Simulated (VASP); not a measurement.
Si: single point with PBE

Crystal: Si.

```
CELL_PARAMETERS angstrom
3.83132 0.00000 0.00000
-1.91566 3.31802 0.00000
0.00000 0.00000 6.33262
ATOMIC_POSITIONS crystal
Si 0.33333 0.66667 0.06301
Si 0.33333 0.66667 0.43699
Si 0.66667 0.33333 0.56301
Si 0.66667 0.33333 0.93699
```

This isn't the form of Si at room conditions, which is diamond.

```json
{
 "Program": "VASP 6.6.1",
 "Task": "single point",
 "Functional": "PBE",
 "Potentials or basis": "VASP PAW PBE potentials, release 64 (Si)",
 "Cutoff": "500 eV",
 "k mesh": "4 × 4 × 2",
 "Occupations": "fermi-dirac, width 0.1 eV",
 "Spin": "no spin polarisation"
}
```

* Pressure: 1.7 GPa
* Largest force: 0.062 eV/Å
* Band gap on the k mesh: 0.41 eV (least direct gap 1.02 eV)

Forces in eV/Å, atoms in the order of the input:
```
Si   0.000  0.000 -0.062
Si   0.000  0.000  0.062
Si   0.000  0.000 -0.062
Si   0.000  0.000  0.062
```

Stress tensor (GPa, compression positive):
```
2.20 0.00 0.00
0.00 2.20 0.00
0.00 0.00 0.70
```

Levels at points of the mesh, in eV from the valence-band top:
| k point | band 4 | band 5 | band 6 | band 7 | band 8 | band 9 | band 10 | band 11 | band 12 | band 13 |
| --- | --- | --- | --- | --- | --- | --- | --- | --- | --- | --- |
| (0.00, 0.00, 0.00) | -1.52 | -1.52 | -0.36 | 0.00 | 0.00 | 1.02 | 2.00 | 2.00 | 2.34 | 3.51 |
| (0.50, 0.00, 0.00) | -5.97 | -4.67 | -3.06 | -2.99 | -1.44 | 0.41 | 2.34 | 2.99 | 3.11 | 4.42 |
| (0.00, 0.00, 0.50) | -4.24 | -0.93 | -0.93 | -0.93 | -0.93 | 1.80 | 1.80 | 2.97 | 2.97 | 2.97 |
| (0.50, 0.00, 0.50) | -7.26 | -2.46 | -2.46 | -2.42 | -2.42 | 0.91 | 0.91 | 1.66 | 1.66 | 5.62 |

It took 23 s on 1 thread of Intel Xeon 8259CL, with other jobs on the host, peak memory 0.14 GiB.

Caveat: the k points lie up to 0.50 Å⁻¹ apart; semilocal functionals underestimate gaps, and a narrow one can read as zero. A k mesh can miss the band edges.
